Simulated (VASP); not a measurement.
A run of VASP 6.6.1 is set up as follows.

File INCAR:

```
ALGO = Normal
EDIFF = 1E-6
ENCUT = 520
GGA = PS
ISIF = 2
ISMEAR = -1
LASPH = True
LCHARG = True
LELF = True
LREAL = False
LVHAR = True
LWAVE = False
NBANDS = 10
NELM = 80
PREC = Accurate
SIGMA = 0.1
```

File KPOINTS:

```
k-points
0
Gamma
  12 12 16
```

Contents of POSCAR:

```
Be
1.0
    3.6076851441      0.0000000000      0.0000000000
   -1.8038425720      3.1243469836      0.0000000000
    0.0000000000      0.0000000000      2.2121272489
Be
3
Direct
    1.0000000000      1.0000000000      1.0000000000
    0.3333333333      0.6666666667      0.5000000000
    0.6666666667      0.3333333333      0.5000000000
```

Potentials or basis: VASP PAW PBE potentials, release 64 (Be).

Launch:

```bash
$ cat potpaw_PBE.64/Be/POTCAR > POTCAR
$ mpirun -np 1 vasp_std > vasp.out
```

(1) Estimate the band gap on the k mesh.

(2) Estimate the pressure.

Answers

(1) zero (bands 3 and 4 overlap by 4.65 eV).

(2) -3.9 GPa.

Caveat: the cell stands under tension; the PAW data sets were made with another functional, which shifts forces and pressure a little.
